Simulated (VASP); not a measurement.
# Ti3Al (P-6m2) in VASP: further runs, part 2 of 2

VASP 6.6.1. The steps go on from the part before.

### 4 Single point, PBEsol (15.26 Å³/atom)

INCAR

```
SYSTEM = Ti3Al
  ALGO = Fast
  EDIFF = 1E-6
  ENCUT = 520
  GGA = PS
  ISIF = 2
  ISMEAR = 0
  LASPH = .TRUE.
  LCHARG = .FALSE.
  LREAL = .FALSE.
  LWAVE = .FALSE.
  NBANDS = 28
  NELM = 60
  PREC = Accurate
  SIGMA = 0.15
```

KPOINTS

```
k-points
0
G
  18 18 6
  0 0 0
```

POSCAR

```
Ti3Al
1.0
    2.6503369693      0.0000000000      0.0000000000
   -1.3251684846      2.2952591440      0.0000000000
    0.0000000000      0.0000000000     10.0341757657
Ti Al
3 1
Direct
    0.6666666667      0.3333333333      0.0000000000
    0.3333333333      0.6666666667      0.7511732072
    0.3333333333      0.6666666667      0.2488267928
    0.6666666667      0.3333333333      0.5000000000
```

Potentials or basis: VASP PAW PBE potentials, release 64 (Ti_sv, Al).

Run with:

```bash
> cat potpaw_PBE.64/Ti_sv/POTCAR potpaw_PBE.64/Al/POTCAR > POTCAR
> mpirun -np 1 vasp_std > vasp.out
```

OUTCAR:

```text
SYSTEM = Ti3Al
   EDIFF = 1E-6
   ENCUT = 520
   GGA = PS
   ISIF = 2
   ISMEAR = 0
   LASPH = .TRUE.
   LREAL = .FALSE.
   NELM = 60
   PREC = Accurate

 ion  position               nearest neighbor table
   1  0.667  0.333  0.000-
   2  0.333  0.667  0.751-   4 2.95   4 2.95   4 2.95
   3  0.333  0.667  0.249-   4 2.95   4 2.95   4 2.95
   4  0.667  0.333  0.500-   2 2.95   3 2.95   2 2.95   3 2.95   2 2.95   3 2.95

  LATTYP: Found a hexagonal cell.
 ALAT       =     2.6503369693
 C/A-ratio  =     3.7860000000

  Lattice vectors:

 A1 = (   2.6503369693,   0.0000000000,   0.0000000000)
 A2 = (  -1.3251684846,   2.2952591440,   0.0000000000)
 A3 = (   0.0000000000,   0.0000000000,  10.0341757657)

Analysis of symmetry for initial positions (statically):
=====================================================================
 Subroutine PRICEL returns:
 Original cell was already a primitive cell.

 Routine SETGRP: Setting up the symmetry group for a
 hexagonal supercell.

 Subroutine GETGRP returns: Found 12 space group operations
 (whereof 12 operations were pure point group operations)
 out of a pool of 24 trial point group operations.

The static configuration has the point symmetry D_3h.

Analysis of symmetry for dynamics (positions and initial velocities):
=====================================================================
 Subroutine PRICEL returns:
 Original cell was already a primitive cell.

 Routine SETGRP: Setting up the symmetry group for a
 hexagonal supercell.

 Subroutine GETGRP returns: Found 12 space group operations
 (whereof 12 operations were pure point group operations)
 out of a pool of 24 trial point group operations.

The dynamic configuration has the point symmetry D_3h.

 Subroutine INISYM returns: Found 12 space group operations
 (whereof 12 operations are pure point group operations),
 and found     1 'primitive' translations

----------------------------------------------------------------------------------------

                                     Primitive cell

  volume of cell :      61.0400

  direct lattice vectors                    reciprocal lattice vectors
     2.650336969  0.000000000  0.000000000     0.377310512  0.217840326  0.000000000
    -1.325168485  2.295259144  0.000000000     0.000000000  0.435680652  0.000000000
     0.000000000  0.000000000 10.034175766     0.000000000  0.000000000  0.099659406

  length of vectors
     2.650336969  2.650336969 10.034175766     0.435680652  0.435680652  0.099659406

  position of ions in fractional coordinates (direct lattice)
     0.666666667  0.333333333  0.000000000
     0.333333333  0.666666667  0.751173207
     0.333333333  0.666666667  0.248826793
     0.666666667  0.333333333  0.500000000

  ion indices of the primitive-cell ions
   primitive index   ion index
                 1           1
                 2           2
                 3           3
                 4           4

----------------------------------------------------------------------------------------

 KPOINTS: k-points

Automatic generation of k-mesh.
 Grid dimensions read from file:
 generate k-points for:   18   18    6

 Generating k-lattice:

  Cartesian coordinates                     Fractional coordinates (reciprocal lattice)
     0.020961695  0.012102240  0.000000000     0.055555556  0.000000000  0.000000000
     0.000000000  0.024204481  0.000000000     0.000000000  0.055555556  0.000000000
     0.000000000  0.000000000  0.016609901     0.000000000  0.000000000  0.166666667

  Length of vectors
     0.024204481  0.024204481  0.016609901

  Shift w.r.t. Gamma in fractional coordinates (k-lattice)
     0.000000000  0.000000000  0.000000000

 Subroutine IBZKPT returns following result:
 ===========================================

 Found    148 irreducible k-points:

 Following reciprocal coordinates:
            Coordinates               Weight
  0.000000  0.000000  0.000000      1.000000
  0.055556  0.000000  0.000000      6.000000
  0.111111  0.000000  0.000000      6.000000
  0.166667  0.000000  0.000000      6.000000
  0.222222  0.000000  0.000000      6.000000
  0.277778  0.000000  0.000000      6.000000
[... 16 lines left out ...]
  0.333333  0.111111  0.000000     12.000000
  0.388889  0.111111  0.000000     12.000000
 [... further k-points ...]
   k-points           NKPTS =    148   k-points in BZ     NKDIM =    148   number of bands    NBANDS=     28
   number of dos      NEDOS =    301   number of ions     NIONS =      4
   total plane-waves  NPLWV =  32000
   dimension x,y,z NGX =    20 NGY =   20 NGZ =   80
   dimension x,y,z NGXF=    40 NGYF=   40 NGZF=  160
   ions per type =               3   1
   NGX,Y,Z   is equivalent  to a cutoff of  12.55, 12.55, 13.25 a.u.
   NGXF,Y,Z  is equivalent  to a cutoff of  25.09, 25.09, 26.51 a.u.
 SYSTEM =  Ti3Al
   PREC   = accura    normal or accurate (medium, high low for compatibility)
   ISTART =      0    job   : 0-new  1-cont  2-samecut
   ICHARG =      2    charge: 1-file 2-atom 10-const
   ISPIN  =      1    spin polarized calculation?
   LNONCOLLINEAR =      F non collinear calculations
   LSORBIT =      F    spin-orbit coupling
   LASPH  =      T    aspherical Exc in radial PAW
   ENCUT  =  520.0 eV  38.22 Ry    6.18 a.u.   4.93  4.93 18.66*2*pi/ulx,y,z
   NELM   =     60;   NELMIN=  2; NELMDL= -5     # of ELM steps
   EDIFF  = 0.1E-05   stopping-criterion for ELM
   LREAL  =      F    real-space projection
   EDIFFG = 0.1E-04   stopping-criterion for IOM
   NSW    =      0    number of steps for IOM
   IBRION =     -1    ionic relax: 0-MD 1-quasi-New 2-CG
   NFREE  =      0    steps in history (QN), initial steepest desc. (CG)
   ISIF   =      2    stress and relaxation
   ISYM   =      2    0-nonsym 1-usesym 2-fastsym
   POTIM  = 0.5000    time-step for ionic-motion
   TEBEG  =    0.0;   TEEND  =   0.0 temperature during run
   PSTRESS=    0.0 pullay stress
   NELECT =      39.0000    total number of electrons
   NUPDOWN=      -1.0000    fix difference up-down
   EMIN   =  10.00;   EMAX   =-10.00  energy-range for DOS
   EFERMI =   0.00;   METHOD = LEGACY
   ISMEAR =     0;   SIGMA  =   0.15  broadening in eV -4-tet -1-fermi 0-gaus
   EFERMI_NEDOS =   21; number of points for ismear=-14 and -15
   IALGO  =     68    algorithm
   IMIX   =      4    mixing-type and parameters
     AMIX     =   0.40;   BMIX     =  1.00
     AMIX_MAG =   1.60;   BMIX_MAG =  1.00
  volume/ion in A,a.u.               =      15.26       102.98
  Fermi-wavevector in a.u.,A,eV,Ry     =   1.410019  2.664549 27.050458  1.988153
  Thomas-Fermi vector in A             =   2.532015
   LORBIT       =      0    0 simple, 1 ext, 2 COOP (PROOUT), +10 PAW based schemes
   GGA     = PS    functional components
   LHFCALC =     F    Hartree Fock is set to
   AEXX    =    0.0000 exact exchange contribution
   IVDW    =     0    specifies the selected vdW correction
   LEPSILON=     F    determine dielectric tensor
   LRPA    =     F    only Hartree local field effects (RPA)
 non-spin polarized calculation
 RMM-DIIS sequential band-by-band and
 Gauss-broadening in eV      SIGMA  =   0.15
  energy-cutoff  :      520.00
  volume of cell :       61.04
 maximum number of plane-waves:      1677
 NGX is ok and might be reduce to    20
   NGX =  9   NGY =  9   NGZ = 37

 number of electron      38.9999995 magnetization

 Free energy of the ion-electron system (eV)
  ---------------------------------------------------
  ext. energy  EPLUGINS =         0.00000000
  ---------------------------------------------------
  free energy    TOTEN  =       -28.91515323 eV

  energy without entropy =      -28.85888630  energy(sigma->0) =      -28.88701977

 E-fermi :   9.2272     XC(G=0): -11.8157

 val. band max:        9.2241700350   @ k =   0.1111   0.1111   0.3333
 cond. band min:       9.2311832549   @ k =   0.3889   0.0000   0.1667
 fundamental gap:      0.0070132199
 Fermi energy:         9.2271558290

 k-point     1 :       0.0000    0.0000    0.0000
  band No.  band energies     occupation
      1     -47.0029      2.00000
      2     -46.9899      2.00000
      3     -46.8561      2.00000
      4     -23.5711      2.00000
      5     -23.3892      2.00000
      6     -23.0225      2.00000
[... 20 lines left out ...]
     27      12.4160      0.00000
[... 691 lines left out ...]
      6     -23.6976      2.00000
[... 20 lines left out ...]
     27      12.4869      0.00000
     28      12.9129      0.00000

 [... further k-points ...]

------------------------ aborting loop because EDIFF is reached ----------------------------------------

  FORCE on cell =-STRESS in cart. coord.  units (eV):
  Direction    XX          YY          ZZ          XY          YZ          ZX
  --------------------------------------------------------------------------------------
  -------------------------------------------------------------------------------------
  Total        6.5045604      6.5045604     -1.7638217      0.0000000      0.0000000      0.0000000
  in kB      170.7316379    170.7316379    -46.2967750      0.0000000      0.0000000      0.0000000
  external PRESSURE =      98.3888336 kB  Pullay stress =       0.0000000 kB

 VOLUME and BASIS-vectors are now :
 -----------------------------------------------------------------------------
  energy-cutoff  :      520.00
  volume of cell :       61.04
      direct lattice vectors                 reciprocal lattice vectors
     2.650336969  0.000000000  0.000000000     0.377310512  0.217840326  0.000000000
    -1.325168485  2.295259144  0.000000000     0.000000000  0.435680652  0.000000000
     0.000000000  0.000000000 10.034175766     0.000000000  0.000000000  0.099659406

 POSITION                                       TOTAL-FORCE (eV/Angst)
 -----------------------------------------------------------------------------------
      1.32517      0.76509      0.00000        -0.000000      0.000000     -0.000000
     -0.00000      1.53017      7.53740        -0.000000     -0.000000     -0.716707
     -0.00000      1.53017      2.49677         0.000000     -0.000000      0.716707
      1.32517      0.76509      5.01709         0.000000     -0.000000     -0.000000
 -----------------------------------------------------------------------------------
    total drift:                                0.000001     -0.000000     -0.000000

  FREE ENERGIE OF THE ION-ELECTRON SYSTEM (eV)
  ---------------------------------------------------
  free  energy   TOTEN  =       -28.9151532326 eV

  energy  without entropy=      -28.8588863023  energy(sigma->0) =      -28.88701977
```

OSZICAR:

```text
N       E                     dE             d eps       ncg     rms          rms(c)
DAV:   1     0.474121091454E+03    0.47412E+03   -0.19522E+04  8288   0.166E+03
DAV:   2     0.261420003451E+02   -0.44798E+03   -0.43931E+03  8436   0.503E+02
DAV:   3    -0.262462433484E+02   -0.52388E+02   -0.50629E+02 14196   0.144E+02
[... 29 lines left out ...]
RMM:  33    -0.289151491278E+02   -0.18073E-05   -0.21266E-05  9687   0.172E-02    0.115E-02
RMM:  34    -0.289151505148E+02   -0.13871E-05   -0.16528E-05  9434   0.155E-02    0.121E-02
RMM:  35    -0.289151516517E+02   -0.11369E-05   -0.13821E-05  8916   0.141E-02    0.124E-02
RMM:  36    -0.289151525344E+02   -0.88275E-06   -0.10860E-05  8737   0.130E-02    0.126E-02
RMM:  37    -0.289151532326E+02   -0.69820E-06   -0.88064E-06  8425   0.120E-02
   1 F= -.28915153E+02 E0= -.28887020E+02  d E =-.562669E-01
```

It took 5.5 min on 1 thread of Intel Xeon 6975P-C (Granite Rapids), shared host; peak memory 0.33 GiB.

Results:

| Quantity | Value |
| --- | --- |
| Free energy | -28.9152 eV |
| Pressure | 9.8 GPa |
| Largest force | 0.717 eV/Å |
| Band gap on the k mesh | zero (an odd number of electrons rules out a gap without spin polarisation) |

Forces in eV/Å, atoms in the order of the input:
```
Ti   0.000  0.000  0.000
Ti   0.000  0.000 -0.717
Ti   0.000  0.000  0.717
Al   0.000  0.000  0.000
```

Caveat: the cell stands under pressure; the PAW data sets were made with another functional, which shifts forces and pressure a little.

### 5 The runs side by side

| cell | gap on the mesh (eV) | pressure (GPa) | largest force (eV/Å) |
| --- | --- | --- | --- |
| a = 2.992, b = 2.992, c = 7.872 Å, angles 90.0, 90.0, 120.0°, 4 atoms | none | 13.9 | 0.06 |
| a = 2.760, b = 2.760, c = 9.255 Å, angles 90.0, 90.0, 120.0°, 4 atoms | none | 10.5 | 0.25 |
| a = 2.650, b = 2.650, c = 10.034 Å, angles 90.0, 90.0, 120.0°, 4 atoms | none | 9.8 | 0.72 |

Alike in all rows: task single point; level PBEsol; potentials or basis VASP PAW PBE potentials, release 64 (Ti_sv, Al); no spin polarisation; k mesh 18 × 18 × 6; cutoff (eV) 520; smearing gaussian 0.15 eV.

Caveats: the cell stands under pressure; the PAW data sets were made with another functional, which shifts forces and pressure a little.

Absolute energies hang on the potentials; compare differences alone.
